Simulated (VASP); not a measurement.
# CaO (Fm-3m) in VASP: notebook

Aim: see how the results for CaO move with the level of theory and the settings. Levels: b88 exchange, pbe correlation. Tasks: single point.

Everything below comes from runs of VASP 6.6.1. Logs are shortened: lines on timing, memory, paths and dates and some standing lists are left out, and cuts for length are marked.

### 1 The cell of the first run

The structure is cubic, space group Fm-3m (No. 225). The conventional cell has a = 4.709 Å, b = 4.709 Å, c = 4.709 Å, α = 90.00°, β = 90.00°, γ = 90.00°. Within 3.1 Å of Ca (site symmetry m-3m) lie 6 O at 2.35 Å. Within 3.1 Å of O (site symmetry m-3m) lie 6 Ca at 2.35 Å.

### 2 Single point, b88 exchange, pbe correlation

INCAR

```
SYSTEM = CaO
ALGO = Normal ; EDIFF = 1E-6
ENCUT = 600 ; GGA = LIBXC
GGA_COMPAT = .False. ; ISIF = 2
ISMEAR = -1 ; LASPH = .True.
LCHARG = .False. ; LIBXC1 = GGA_X_B88
LIBXC2 = GGA_C_PBE ; LREAL = .False.
LWAVE = .False. ; NBANDS = 15
NELM = 120 ; PREC = Accurate
SIGMA = 0.05
```

KPOINTS

```
k-points
0
Gamma
  10 10 10
  0 0 0
```

POSCAR

```
CaO
1.0
    0.0000000000      2.3544897713      2.3544897713
    2.3544897713      0.0000000000      2.3544897713
    2.3544897713      2.3544897713      0.0000000000
Ca O
1 1
Direct
    0.0000000000      0.0000000000      0.0000000000
    0.5000000000      0.5000000000      0.5000000000
```

Potentials or basis: VASP PAW PBE potentials, release 64 (Ca_sv, O).

On the command line:

```
cat potpaw_PBE.64/Ca_sv/POTCAR potpaw_PBE.64/O/POTCAR > POTCAR
mpirun -np 1 vasp_std > vasp.out
```

OUTCAR:

```text
SYSTEM = CaO
   EDIFF = 1E-6
   ENCUT = 600
   GGA = LIBXC
   ISIF = 2
   ISMEAR = -1
   LASPH = .True.
   LREAL = .False.
   NELM = 120
   PREC = Accurate

 ion  position               nearest neighbor table
   1  0.000  0.000  0.000-   2 2.35   2 2.35   2 2.35   2 2.35   2 2.35   2 2.35
   2  0.500  0.500  0.500-   1 2.35   1 2.35   1 2.35   1 2.35   1 2.35   1 2.35

  LATTYP: Found a face centered cubic cell.
 ALAT       =     4.7089795426

  Lattice vectors:

 A1 = (   0.0000000000,   2.3544897713,   2.3544897713)
 A2 = (   2.3544897713,   0.0000000000,   2.3544897713)
 A3 = (   2.3544897713,   2.3544897713,   0.0000000000)

Analysis of symmetry for initial positions (statically):
=====================================================================
 Subroutine PRICEL returns:
 Original cell was already a primitive cell.

 Routine SETGRP: Setting up the symmetry group for a
 face centered cubic supercell.

 Subroutine GETGRP returns: Found 48 space group operations
 (whereof 48 operations were pure point group operations)
 out of a pool of 48 trial point group operations.

The static configuration has the point symmetry O_h .

Analysis of symmetry for dynamics (positions and initial velocities):
=====================================================================
 Subroutine PRICEL returns:
 Original cell was already a primitive cell.

 Routine SETGRP: Setting up the symmetry group for a
 face centered cubic supercell.

 Subroutine GETGRP returns: Found 48 space group operations
 (whereof 48 operations were pure point group operations)
 out of a pool of 48 trial point group operations.

The dynamic configuration has the point symmetry O_h .

 Subroutine INISYM returns: Found 48 space group operations
 (whereof 48 operations are pure point group operations),
 and found     1 'primitive' translations

----------------------------------------------------------------------------------------

                                     Primitive cell

  volume of cell :      26.1048

  direct lattice vectors                    reciprocal lattice vectors
     0.000000000  2.354489771  2.354489771    -0.212360235  0.212360235  0.212360235
     2.354489771  0.000000000  2.354489771     0.212360235 -0.212360235  0.212360235
     2.354489771  2.354489771  0.000000000     0.212360235  0.212360235 -0.212360235

  length of vectors
     3.329751367  3.329751367  3.329751367     0.367818716  0.367818716  0.367818716

  position of ions in fractional coordinates (direct lattice)
     0.000000000  0.000000000  0.000000000
     0.500000000  0.500000000  0.500000000

  ion indices of the primitive-cell ions
   primitive index   ion index
                 1           1
                 2           2

----------------------------------------------------------------------------------------

 KPOINTS: k-points

Automatic generation of k-mesh.
 Grid dimensions read from file:
 generate k-points for:   10   10   10

 Generating k-lattice:

  Cartesian coordinates                     Fractional coordinates (reciprocal lattice)
    -0.021236023  0.021236023  0.021236023     0.100000000  0.000000000  0.000000000
     0.021236023 -0.021236023  0.021236023     0.000000000  0.100000000  0.000000000
     0.021236023  0.021236023 -0.021236023     0.000000000  0.000000000  0.100000000

  Length of vectors
     0.036781872  0.036781872  0.036781872

  Shift w.r.t. Gamma in fractional coordinates (k-lattice)
     0.000000000  0.000000000  0.000000000

 Subroutine IBZKPT returns following result:
 ===========================================

 Found     47 irreducible k-points:

 Following reciprocal coordinates:
            Coordinates               Weight
  0.000000  0.000000  0.000000      1.000000
  0.100000  0.000000  0.000000      8.000000
  0.200000  0.000000  0.000000      8.000000
  0.300000  0.000000  0.000000      8.000000
  0.400000  0.000000  0.000000      8.000000
  0.500000  0.000000  0.000000      4.000000
[... 16 lines left out ...]
  0.300000  0.300000  0.000000      6.000000
  0.400000  0.300000  0.000000     24.000000
 [... further k-points ...]
   k-points           NKPTS =     47   k-points in BZ     NKDIM =     47   number of bands    NBANDS=     15
   number of dos      NEDOS =    301   number of ions     NIONS =      2
   total plane-waves  NPLWV =  21952
   dimension x,y,z NGX =    28 NGY =   28 NGZ =   28
   dimension x,y,z NGXF=    56 NGYF=   56 NGZF=   56
   ions per type =               1   1
   NGX,Y,Z   is equivalent  to a cutoff of  13.98, 13.98, 13.98 a.u.
   NGXF,Y,Z  is equivalent  to a cutoff of  27.96, 27.96, 27.96 a.u.
 SYSTEM =  CaO
   PREC   = accura    normal or accurate (medium, high low for compatibility)
   ISTART =      0    job   : 0-new  1-cont  2-samecut
   ICHARG =      2    charge: 1-file 2-atom 10-const
   ISPIN  =      1    spin polarized calculation?
   LNONCOLLINEAR =      F non collinear calculations
   LSORBIT =      F    spin-orbit coupling
   LASPH  =      T    aspherical Exc in radial PAW
   ENCUT  =  600.0 eV  44.10 Ry    6.64 a.u.   6.65  6.65  6.65*2*pi/ulx,y,z
   NELM   =    120;   NELMIN=  2; NELMDL= -5     # of ELM steps
   EDIFF  = 0.1E-05   stopping-criterion for ELM
   LREAL  =      F    real-space projection
   EDIFFG = 0.1E-04   stopping-criterion for IOM
   NSW    =      0    number of steps for IOM
   IBRION =     -1    ionic relax: 0-MD 1-quasi-New 2-CG
   NFREE  =      0    steps in history (QN), initial steepest desc. (CG)
   ISIF   =      2    stress and relaxation
   ISYM   =      2    0-nonsym 1-usesym 2-fastsym
   POTIM  = 0.5000    time-step for ionic-motion
   TEBEG  =    0.0;   TEEND  =   0.0 temperature during run
   PSTRESS=    0.0 pullay stress
   NELECT =      16.0000    total number of electrons
   NUPDOWN=      -1.0000    fix difference up-down
   EMIN   =  10.00;   EMAX   =-10.00  energy-range for DOS
   EFERMI =   0.00;   METHOD = LEGACY
   ISMEAR =    -1;   SIGMA  =   0.05  broadening in eV -4-tet -1-fermi 0-gaus
   EFERMI_NEDOS =   21; number of points for ismear=-14 and -15
   IALGO  =     38    algorithm
   IMIX   =      4    mixing-type and parameters
     AMIX     =   0.40;   BMIX     =  1.00
     AMIX_MAG =   1.60;   BMIX_MAG =  1.00
  volume/ion in A,a.u.               =      13.05        88.08
  Fermi-wavevector in a.u.,A,eV,Ry     =   1.390619  2.627888 26.311218  1.933820
  Thomas-Fermi vector in A             =   2.514536
   LORBIT       =      0    0 simple, 1 ext, 2 COOP (PROOUT), +10 PAW based schemes
   GGA     = LIBXC    functional components
   LHFCALC =     F    Hartree Fock is set to
   AEXX    =    0.0000 exact exchange contribution
   IVDW    =     0    specifies the selected vdW correction
   LEPSILON=     F    determine dielectric tensor
   LRPA    =     F    only Hartree local field effects (RPA)
 non-spin polarized calculation
  energy-cutoff  :      600.00
  volume of cell :       26.10
 maximum number of plane-waves:       893
   NGX = 13   NGY = 13   NGZ = 13

 number of electron      15.9999999 magnetization

 Free energy of the ion-electron system (eV)
  ---------------------------------------------------
  ext. energy  EPLUGINS =         0.00000000
  ---------------------------------------------------
  free energy    TOTEN  =       -12.51669586 eV

  energy without entropy =      -12.51669586  energy(sigma->0) =      -12.51669586

 E-fermi :   3.6550     XC(G=0): -10.8014

 val. band max:        2.6578683689   @ k =   0.0000   0.0000   0.0000
 cond. band min:       6.2936070974   @ k =   0.5000   0.5000   0.0000
 fundamental gap:      3.6357387285
 Fermi energy:         3.6550125734

 k-point     1 :       0.0000    0.0000    0.0000
  band No.  band energies     occupation
      1     -34.7370      2.00000
      2     -15.4610      2.00000
      3     -15.4610      2.00000
      4     -15.4610      2.00000
      5     -12.9894      2.00000
      6       2.6579      2.00000
      7       2.6579      2.00000
      8       2.6579      2.00000
      9       7.9209      0.00000
     10       9.0444      0.00000
     11       9.0444      0.00000
     12       9.0444      0.00000
     13      10.6413      0.00000
     14      10.6413      0.00000
     15      18.1716      0.00000

 k-point     2 :       0.1000    0.0000    0.0000
  band No.  band energies     occupation
      1     -34.7243      2.00000
      2     -15.6553      2.00000
      3     -15.4671      2.00000
      4     -15.4671      2.00000
      5     -12.7906      2.00000
      6       2.2874      2.00000
      7       2.5023      2.00000
      8       2.5023      2.00000
      9       8.3829      0.00000
     10       9.0158      0.00000
     11       9.2287      0.00000
     12       9.2287      0.00000
     13      10.9076      0.00000
     14      10.9076      0.00000
     15      18.6105      0.00000

 k-point     3 :       0.2000    0.0000    0.0000
  band No.  band energies     occupation
      1     -34.6908      2.00000
      2     -16.0701      2.00000
      3     -15.4827      2.00000
      4     -15.4827      2.00000
      5     -12.3629      2.00000
      6       1.4826      2.00000
      7       2.1311      2.00000
      8       2.1311      2.00000
      9       9.0088      0.00000
     10       9.4979      0.00000
     11       9.7382      0.00000
     12       9.7382      0.00000
     13      11.5950      0.00000
     14      11.5950      0.00000
     15      19.3024      0.00000

 k-point     4 :       0.3000    0.0000    0.0000
  band No.  band energies     occupation
      1     -34.6490      2.00000
      2     -16.4812      2.00000
      3     -15.5018      2.00000
      4     -15.5018      2.00000
      5     -11.9331      2.00000
      6       0.6668      2.00000
      7       1.7275      2.00000
      8       1.7275      2.00000
      9       9.2867      0.00000
     10      10.4404      0.00000
     11      10.4404      0.00000
     12      10.6588      0.00000
     13      12.4623      0.00000
     14      12.4623      0.00000
     15      18.9359      0.00000
[... 307 lines left out ...]
 k-point    22 :      -0.2000    0.2000    0.0000
  band No.  band energies     occupation
      1     -34.6351      2.00000
      2     -16.4092      2.00000
      3     -15.6772      2.00000
      4     -15.4888      2.00000
      5     -11.9657      2.00000
      6       0.6547      2.00000
      7       1.5587      2.00000
      8       2.0205      2.00000
      9       9.0087      0.00000
     10      10.2271      0.00000
     11      10.2806      0.00000
     12      11.1487      0.00000
     13      12.7773      0.00000
     14      13.0228      0.00000
     15      19.3492      0.00000

 k-point    23 :       0.3000    0.3000    0.0000
  band No.  band energies     occupation
      1     -34.6220      2.00000
      2     -16.2081      2.00000
      3     -15.6434      2.00000
      4     -15.6434      2.00000
      5     -12.3544      2.00000
      6       0.8453      2.00000
      7       2.3162      2.00000
      8       2.3162      2.00000
      9       7.0369      0.00000
     10      10.2341      0.00000
     11      11.4228      0.00000
     12      11.5828      0.00000
     13      11.5828      0.00000
     14      13.6416      0.00000
     15      20.8453      0.00000

 k-point    24 :       0.4000    0.3000    0.0000
  band No.  band energies     occupation
      1     -34.5958      2.00000
      2     -16.2778      2.00000
      3     -15.7054      2.00000
      4     -15.6710      2.00000
      5     -12.3727      2.00000
      6       0.9378      2.00000
      7       2.0924      2.00000
      8       2.1958      2.00000
      9       7.0082      0.00000
     10      10.8013      0.00000
     11      11.7814      0.00000
     12      11.9084      0.00000
     13      12.0372      0.00000
     14      14.0620      0.00000
     15      19.1155      0.00000

 [... further k-points ...]

------------------------ aborting loop because EDIFF is reached ----------------------------------------

  FORCE on cell =-STRESS in cart. coord.  units (eV):
  Direction    XX          YY          ZZ          XY          YZ          ZX
  --------------------------------------------------------------------------------------
  -------------------------------------------------------------------------------------
  Total        1.6311382      1.6311382      1.6311382      0.0000000      0.0000000      0.0000000
  in kB      100.1107978    100.1107978    100.1107978      0.0000000      0.0000000      0.0000000
  external PRESSURE =     100.1107978 kB  Pullay stress =       0.0000000 kB

 VOLUME and BASIS-vectors are now :
 -----------------------------------------------------------------------------
  energy-cutoff  :      600.00
  volume of cell :       26.10
      direct lattice vectors                 reciprocal lattice vectors
     0.000000000  2.354489771  2.354489771    -0.212360235  0.212360235  0.212360235
     2.354489771  0.000000000  2.354489771     0.212360235 -0.212360235  0.212360235
     2.354489771  2.354489771  0.000000000     0.212360235  0.212360235 -0.212360235

 POSITION                                       TOTAL-FORCE (eV/Angst)
 -----------------------------------------------------------------------------------
      0.00000      0.00000      0.00000         0.000000     -0.000000      0.000000
      2.35449      2.35449      2.35449        -0.000000      0.000000     -0.000000
 -----------------------------------------------------------------------------------
    total drift:                                0.000000      0.000000      0.000000

  FREE ENERGIE OF THE ION-ELECTRON SYSTEM (eV)
  ---------------------------------------------------
  free  energy   TOTEN  =       -12.5166958561 eV

  energy  without entropy=      -12.5166958561  energy(sigma->0) =      -12.51669586
```

Wall time 29 s (1 thread of Intel Xeon Platinum 8488C (Sapphire Rapids), shared host); peak memory 0.17 GiB.

What came out:

- Free energy: -12.5167 eV
- Pressure: 10.0 GPa
- Band gap on the k mesh: 3.64 eV (least direct gap 3.99 eV)

Levels at points of the mesh, in eV from the valence-band top:
```
           k point  band 4  band 5  band 6  band 7  band 8  band 9  band 10  band 11  band 12  band 13
(0.00, 0.00, 0.00)  -18.12  -15.65    0.00    0.00    0.00    5.26     6.39     6.39     6.39     7.98
(0.50, 0.00, 0.00)  -18.18  -14.18   -2.78   -1.33   -1.33    7.36     8.70     8.70     9.02    10.94
(0.50, 0.50, 0.00)  -18.40  -15.42   -1.26   -0.36   -0.36    3.64     8.51     9.24     9.96     9.96
```

Caveat: the cell stands under pressure; the PAW data sets were made with another functional, which shifts forces and pressure a little. A k mesh can miss the band edges.

### 3 Single point, b88 exchange, pbe correlation

This run uses another cell than the first one, of 13.33 Å³/atom.

INCAR

```
SYSTEM = CaO
ALGO     = Normal         ! electronic algorithm
EDIFF    = 1E-6           ! SCF threshold, eV
ENCUT    = 600            ! plane-wave cutoff, eV
GGA      = LIBXC          ! functional
GGA_COMPAT= .FALSE.      
ISIF     = 2              ! what is computed and relaxed
ISMEAR   = -1             ! smearing method
LASPH    = .TRUE.         ! aspherical terms in the spheres
LCHARG   = .FALSE.        ! write CHGCAR
LIBXC1   = GGA_X_B88    
LIBXC2   = GGA_C_PBE    
LREAL    = .FALSE.        ! projectors in reciprocal space
LWAVE    = .FALSE.        ! write WAVECAR
NBANDS   = 15             ! bands
NELM     = 120            ! most SCF steps
PREC     = Accurate       ! precision mode
SIGMA    = 0.05           ! smearing width, eV
```

KPOINTS

```
k-points
0
G
  10 10 10
  0 0 0
```

POSCAR

```
CaO
1.0
    0.0000000000      2.3710712315      2.3710712315
    2.3710712315      0.0000000000      2.3710712315
    2.3710712315      2.3710712315      0.0000000000
Ca O
1 1
Direct
    0.0000000000      0.0000000000      0.0000000000
    0.5000000000      0.5000000000      0.5000000000
```

Potentials or basis: VASP PAW PBE potentials, release 64 (Ca_sv, O).

On the command line:

```
cat potpaw_PBE.64/Ca_sv/POTCAR potpaw_PBE.64/O/POTCAR > POTCAR
mpirun -np 1 vasp_std > vasp.out
```

It took 25 s on 1 thread of Intel Xeon Platinum 8488C (Sapphire Rapids), shared host; peak memory 0.17 GiB.

Results (log left out):

- Free energy: -12.5470 eV
- Pressure: 7.0 GPa
- Band gap on the k mesh: 3.65 eV (least direct gap 4.01 eV)

Levels at points of the mesh, in eV from the valence-band top:
```csv
k point,band 5,band 6,band 7,band 8,band 9,band 10,band 11,band 12
"(0.00, 0.00, 0.00)",-15.61,0.00,0.00,0.00,5.08,6.34,6.34,6.34
"(0.50, 0.00, 0.00)",-14.24,-2.73,-1.28,-1.28,7.26,8.58,8.58,8.85
"(0.50, 0.50, 0.00)",-15.37,-1.28,-0.36,-0.36,3.65,8.35,9.12,9.81
```

Caveat: the cell stands under pressure; the PAW data sets were made with another functional, which shifts forces and pressure a little. A k mesh can miss the band edges.

### 4 Single point, b88 exchange, pbe correlation

This run uses another cell than the first one, of 13.61 Å³/atom.

INCAR

```
  ALGO = Normal
  EDIFF = 1E-6
  ENCUT = 600
  GGA = LIBXC
  GGA_COMPAT = False
  ISIF = 2
  ISMEAR = -1
  LASPH = True
  LCHARG = False
  LIBXC1 = GGA_X_B88
  LIBXC2 = GGA_C_PBE
  LREAL = False
  LWAVE = False
  NBANDS = 15
  NELM = 120
  PREC = Accurate
  SIGMA = 0.05
```

KPOINTS

```
k-points
0
Gamma
  10 10 10
```

POSCAR

```
CaO
1.0
    0.0000000000      2.3874239637      2.3874239637
    2.3874239637      0.0000000000      2.3874239637
    2.3874239637      2.3874239637      0.0000000000
Ca O
1 1
Direct
    0.0000000000      0.0000000000      0.0000000000
    0.5000000000      0.5000000000      0.5000000000
```

On the command line:

```
cat potpaw_PBE.64/Ca_sv/POTCAR potpaw_PBE.64/O/POTCAR > POTCAR
mpirun -np 1 vasp_std > vasp.out
```

Wall time 26 s (1 thread of Intel Xeon Platinum 8488C (Sapphire Rapids), shared host); peak memory 0.17 GiB.

Results (log left out):

| Quantity | Value |
| --- | --- |
| Free energy | -12.5676 eV |
| Pressure | 4.3 GPa |
| Band gap on the k mesh | 3.66 eV (least direct gap 4.03 eV) |

Levels at points of the mesh, in eV from the valence-band top:
| k point | band 5 | band 6 | band 7 | band 8 | band 9 | band 10 | band 11 | band 12 |
| --- | --- | --- | --- | --- | --- | --- | --- | --- |
| (0.00, 0.00, 0.00) | -15.57 | 0.00 | 0.00 | 0.00 | 4.91 | 6.29 | 6.29 | 6.29 |
| (0.50, 0.00, 0.00) | -14.29 | -2.68 | -1.24 | -1.24 | 7.16 | 8.47 | 8.47 | 8.69 |
| (0.50, 0.50, 0.00) | -15.33 | -1.29 | -0.37 | -0.37 | 3.66 | 8.19 | 9.00 | 9.67 |

Caveat: the cell stands under pressure; the PAW data sets were made with another functional, which shifts forces and pressure a little.

### 5 Overview

| cell | gap on the mesh (eV) | pressure (GPa) |
| --- | --- | --- |
| a = 3.330 Å, angles 60.0°, 2 atoms | 3.64 | 10.0 |
| a = 3.353 Å, angles 60.0°, 2 atoms | 3.65 | 7.0 |
| a = 3.376 Å, angles 60.0°, 2 atoms | 3.66 | 4.3 |

Alike in all rows: task single point; level b88 exchange, pbe correlation; potentials or basis VASP PAW PBE potentials, release 64 (Ca_sv, O); no spin polarisation; k mesh 10 × 10 × 10; cutoff (eV) 600; smearing fermi-dirac 0.05 eV.

Caveats: the cell stands under pressure; the PAW data sets were made with another functional, which shifts forces and pressure a little.

Total energies depend on the potentials used, so only differences within one code and one set of settings carry meaning.
